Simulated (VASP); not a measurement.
# AlRu (P4/mmm) in VASP: single point with PBEsol

Aim: the single point of AlRu with PBEsol.

Everything below comes from runs of VASP 6.6.1. Logs are shortened: lines on timing, memory, paths and dates and some standing lists are left out, and cuts for length are marked.

### 1 The cell of the first run

The structure is tetragonal, space group P4/mmm (No. 123). Conventional cell: a = 2.992 Å, b = 2.992 Å, c = 3.051 Å, α = 90.00°, β = 90.00°, γ = 90.00°. Al (site symmetry 4/mmm) has 8 Ru at 2.61 Å and 6 Al at 2.99 to 3.05 Å within 3.4 Å. Within 3.4 Å of Ru (site symmetry 4/mmm) lie 8 Al at 2.61 Å and 6 Ru at 2.99 to 3.05 Å.

### 2 Single point, PBEsol (zz strain of +2 %)

Input file INCAR:

```
SYSTEM = AlRu
ALGO = Normal
EDIFF = 1E-6
ENCUT = 520
GGA = PS
ISIF = 2
ISMEAR = -1
LASPH = .TRUE.
LCHARG = .FALSE.
LREAL = .FALSE.
LWAVE = .FALSE.
NBANDS = 16
NELM = 60
PREC = Accurate
SIGMA = 0.05
```

Input file KPOINTS:

```
k-points
0
G
  12 12 12
  0 0 0
```

Input file POSCAR:

```
AlRu
1.0
    2.9916000000      0.0000000000      0.0000000000
    0.0000000000      2.9916000000      0.0000000000
    0.0000000000      0.0000000000      3.0514320000
Al Ru
1 1
Direct
    0.0000000000      0.0000000000      0.0000000000
    0.5000000000      0.5000000000      0.5000000000
```

Potentials or basis: VASP PAW PBE potentials, release 64 (Al, Ru_pv).

Run with:

```console
$ cat potpaw_PBE.64/Al/POTCAR potpaw_PBE.64/Ru_pv/POTCAR > POTCAR
$ mpirun -np 1 vasp_std > vasp.out
```

OUTCAR:

```text
SYSTEM = AlRu
   EDIFF = 1E-6
   ENCUT = 520
   GGA = PS
   ISIF = 2
   ISMEAR = -1
   LASPH = .TRUE.
   LREAL = .FALSE.
   NELM = 60
   PREC = Accurate

 ion  position               nearest neighbor table
   1  0.000  0.000  0.000-   2 2.61   2 2.61   2 2.61   2 2.61   2 2.61   2 2.61   2 2.61   2 2.61

   2  0.500  0.500  0.500-   1 2.61   1 2.61   1 2.61   1 2.61   1 2.61   1 2.61   1 2.61   1 2.61

  LATTYP: Found a simple tetragonal cell.
 ALAT       =     2.9916000000
 C/A-ratio  =     1.0200000000

  Lattice vectors:

 A1 = (   2.9916000000,   0.0000000000,   0.0000000000)
 A2 = (   0.0000000000,   2.9916000000,   0.0000000000)
 A3 = (   0.0000000000,   0.0000000000,   3.0514320000)

Analysis of symmetry for initial positions (statically):
=====================================================================
 Subroutine PRICEL returns:
 Original cell was already a primitive cell.

 Routine SETGRP: Setting up the symmetry group for a
 simple tetragonal supercell.

 Subroutine GETGRP returns: Found 16 space group operations
 (whereof 16 operations were pure point group operations)
 out of a pool of 16 trial point group operations.

The static configuration has the point symmetry D_4h.

Analysis of symmetry for dynamics (positions and initial velocities):
=====================================================================
 Subroutine PRICEL returns:
 Original cell was already a primitive cell.

 Routine SETGRP: Setting up the symmetry group for a
 simple tetragonal supercell.

 Subroutine GETGRP returns: Found 16 space group operations
 (whereof 16 operations were pure point group operations)
 out of a pool of 16 trial point group operations.

The dynamic configuration has the point symmetry D_4h.

 Subroutine INISYM returns: Found 16 space group operations
 (whereof 16 operations are pure point group operations),
 and found     1 'primitive' translations

----------------------------------------------------------------------------------------

                                     Primitive cell

  volume of cell :      27.3093

  direct lattice vectors                    reciprocal lattice vectors
     2.991600000  0.000000000  0.000000000     0.334269287  0.000000000  0.000000000
     0.000000000  2.991600000  0.000000000     0.000000000  0.334269287  0.000000000
     0.000000000  0.000000000  3.051432000     0.000000000  0.000000000  0.327714988

  length of vectors
     2.991600000  2.991600000  3.051432000     0.334269287  0.334269287  0.327714988

  position of ions in fractional coordinates (direct lattice)
     0.000000000  0.000000000  0.000000000
     0.500000000  0.500000000  0.500000000

[... 73 lines left out ...]
   LASPH  =      T    aspherical Exc in radial PAW
   ENCUT  =  520.0 eV  38.22 Ry    6.18 a.u.   5.56  5.56  5.67*2*pi/ulx,y,z
   NELM   =     60;   NELMIN=  2; NELMDL= -5     # of ELM steps
   EDIFF  = 0.1E-05   stopping-criterion for ELM
   LREAL  =      F    real-space projection
   EDIFFG = 0.1E-04   stopping-criterion for IOM
   NSW    =      0    number of steps for IOM
   IBRION =     -1    ionic relax: 0-MD 1-quasi-New 2-CG
   NFREE  =      0    steps in history (QN), initial steepest desc. (CG)
   ISIF   =      2    stress and relaxation
   ISYM   =      2    0-nonsym 1-usesym 2-fastsym
   POTIM  = 0.5000    time-step for ionic-motion
   TEBEG  =    0.0;   TEEND  =   0.0 temperature during run
   PSTRESS=    0.0 pullay stress
   NELECT =      17.0000    total number of electrons
   NUPDOWN=      -1.0000    fix difference up-down
   EMIN   =  10.00;   EMAX   =-10.00  energy-range for DOS
   EFERMI =   0.00;   METHOD = LEGACY
   ISMEAR =    -1;   SIGMA  =   0.05  broadening in eV -4-tet -1-fermi 0-gaus
   EFERMI_NEDOS =   21; number of points for ismear=-14 and -15
   IALGO  =     38    algorithm
   IMIX   =      4    mixing-type and parameters
     AMIX     =   0.40;   BMIX     =  1.00
     AMIX_MAG =   1.60;   BMIX_MAG =  1.00
  volume/ion in A,a.u.               =      13.65        92.15
  Fermi-wavevector in a.u.,A,eV,Ry     =   1.397830  2.641515 26.584798  1.953928
  Thomas-Fermi vector in A             =   2.521047
   LORBIT       =      0    0 simple, 1 ext, 2 COOP (PROOUT), +10 PAW based schemes
   GGA     = PS    functional components
   LHFCALC =     F    Hartree Fock is set to
   AEXX    =    0.0000 exact exchange contribution
   IVDW    =     0    specifies the selected vdW correction
   LEPSILON=     F    determine dielectric tensor
   LRPA    =     F    only Hartree local field effects (RPA)
 non-spin polarized calculation
  energy-cutoff  :      520.00
  volume of cell :       27.31
 maximum number of plane-waves:       751
 NGX is ok and might be reduce to    24
   NGX = 11   NGY = 11   NGZ = 11

 number of electron      16.9999997 magnetization

 Free energy of the ion-electron system (eV)
  ---------------------------------------------------
  ext. energy  EPLUGINS =         0.00000000
  ---------------------------------------------------
  free energy    TOTEN  =       -15.50724789 eV

  energy without entropy =      -15.49490927  energy(sigma->0) =      -15.50107858

 E-fermi :  10.3153     XC(G=0): -12.5858

 val. band max:       10.3148088551   @ k =   0.0000   0.0000   0.0833
 cond. band min:      10.3167954028   @ k =   0.1667   0.0000   0.4167
 fundamental gap:      0.0019865477
 Fermi energy:        10.3153242562

 k-point     1 :       0.0000    0.0000    0.0000
  band No.  band energies     occupation
      1     -31.4068      2.00000
      2     -31.3803      2.00000
      3     -31.3803      2.00000
      4       0.7521      2.00000
      5       6.8281      2.00000
      6       6.8422      2.00000
[... 433 lines left out ...]
      3     -31.3760      2.00000
      4       4.4526      2.00000
      5       6.4916      2.00000
      6       8.5118      2.00000
[... 8 lines left out ...]
     15      22.4391      0.00000
     16      25.0542      0.00000

 [... further k-points ...]
[... 5 lines left out ...]
  --------------------------------------------------------------------------------------
  -------------------------------------------------------------------------------------
  Total       -1.0350497     -1.0350497     -1.5993776      0.0000000      0.0000000      0.0000000
  in kB      -60.7240917    -60.7240917    -93.8319754      0.0000000      0.0000000      0.0000000
  external PRESSURE =     -71.7600529 kB  Pullay stress =       0.0000000 kB

 VOLUME and BASIS-vectors are now :
 -----------------------------------------------------------------------------
  energy-cutoff  :      520.00
  volume of cell :       27.31
      direct lattice vectors                 reciprocal lattice vectors
     2.991600000  0.000000000  0.000000000     0.334269287  0.000000000  0.000000000
     0.000000000  2.991600000  0.000000000     0.000000000  0.334269287  0.000000000
     0.000000000  0.000000000  3.051432000     0.000000000  0.000000000  0.327714988

 POSITION                                       TOTAL-FORCE (eV/Angst)
 -----------------------------------------------------------------------------------
      0.00000      0.00000      0.00000         0.000000      0.000000      0.000000
      1.49580      1.49580      1.52572         0.000000      0.000000      0.000000
 -----------------------------------------------------------------------------------
    total drift:                                0.000000     -0.000000     -0.000000

  FREE ENERGIE OF THE ION-ELECTRON SYSTEM (eV)
  ---------------------------------------------------
  free  energy   TOTEN  =       -15.5072478909 eV

  energy  without entropy=      -15.4949092698  energy(sigma->0) =      -15.50107858
```

It took 79 s on 1 thread of Intel Xeon 8259CL, shared host; peak memory 0.2 GiB.

What came out:

* Free energy: -15.5072 eV
* Pressure: -7.2 GPa

Levels at points of the mesh, in eV from the Fermi level:
| k point | band 5 | band 6 | band 7 | band 8 | band 9 | band 10 | band 11 | band 12 | band 13 | band 14 |
| --- | --- | --- | --- | --- | --- | --- | --- | --- | --- | --- |
| (0.00, 0.00, 0.00) | -3.49 | -3.47 | 0.15 | 0.15 | 0.27 | 5.59 | 6.18 | 6.18 | 10.84 | 10.90 |
| (0.50, 0.00, 0.00) | -5.36 | -2.68 | -1.71 | -1.48 | 0.41 | 2.33 | 7.45 | 10.56 | 11.08 | 12.00 |
| (0.50, 0.50, 0.00) | -2.96 | -1.27 | -1.27 | -1.24 | -1.24 | 1.57 | 5.33 | 6.16 | 10.16 | 12.00 |
| (0.00, 0.00, 0.50) | -5.58 | -2.75 | -1.47 | -1.47 | 0.49 | 1.99 | 7.48 | 11.07 | 11.07 | 12.00 |
| (0.50, 0.00, 0.50) | -3.03 | -1.45 | -1.31 | -1.09 | -1.03 | 1.44 | 5.07 | 6.04 | 10.60 | 12.00 |
| (0.50, 0.50, 0.50) | -4.51 | -4.51 | 1.50 | 1.65 | 2.49 | 3.98 | 4.10 | 4.10 | 8.30 | 8.30 |

Caveat: the cell differs from its parent crystal (zz strain of +2 %); the PAW data sets were made with another functional, which shifts forces and pressure a little.
